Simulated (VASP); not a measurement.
Wanted: the native input for a VASP 6.6.1 run.

- Task: single point
- Functional: PBE
- Potentials or basis: VASP PAW PBE potentials, release 64 (Rb_sv)
- Cutoff: 520 eV
- k mesh: 12 × 12 × 1
- Occupations: gaussian, width 0.1 eV
- Spin: no spin polarisation
- Dipole correction: yes
- Further INCAR settings: ALGO = Normal; EDIFF = 1e-06; NBANDS = 16

The structure of Rb lies in POSCAR:

```
Rb
1.0
    4.7327881175      0.0000000000      0.0000000000
    0.0000000000      4.7327881175      0.0000000000
    0.0000000000      0.0000000000     31.7912291673
Rb
2
Direct
    0.0000000000      0.5000000000      0.2066828578
    0.5000000000      0.0000000000      0.3280558247
```

These files were run (other wordings do the same):

INCAR

```
SYSTEM = Rb
ALGO = Normal
DIPOL = 0.5 0.5 0.267
EDIFF = 1E-6
ENCUT = 520
GGA = PE
IDIPOL = 3
ISIF = 2
ISMEAR = 0
LASPH = .TRUE.
LCHARG = .FALSE.
LDIPOL = .TRUE.
LREAL = .FALSE.
LWAVE = .FALSE.
NBANDS = 16
NELM = 100
PREC = Accurate
SIGMA = 0.1
```

KPOINTS

```
k-points
0
G
  12 12 1
  0 0 0
```

Potentials or basis: VASP PAW PBE potentials, release 64 (Rb_sv).

Run with:

```sh
$ cat potpaw_PBE.64/Rb_sv/POTCAR > POTCAR
$ mpirun -np 1 vasp_std > vasp.out
```

Results of the run:

The band gap on the k mesh is zero (band 9 reaches -0.66 eV, above the bottom of band 10 at -2.36 eV).

It took 12 min on 1 thread of Intel(R) Xeon(R) Platinum 8259CL CPU @ 2.50GHz (Skylake/Cascade Lake) (shared host), peak memory 0.73 GiB.
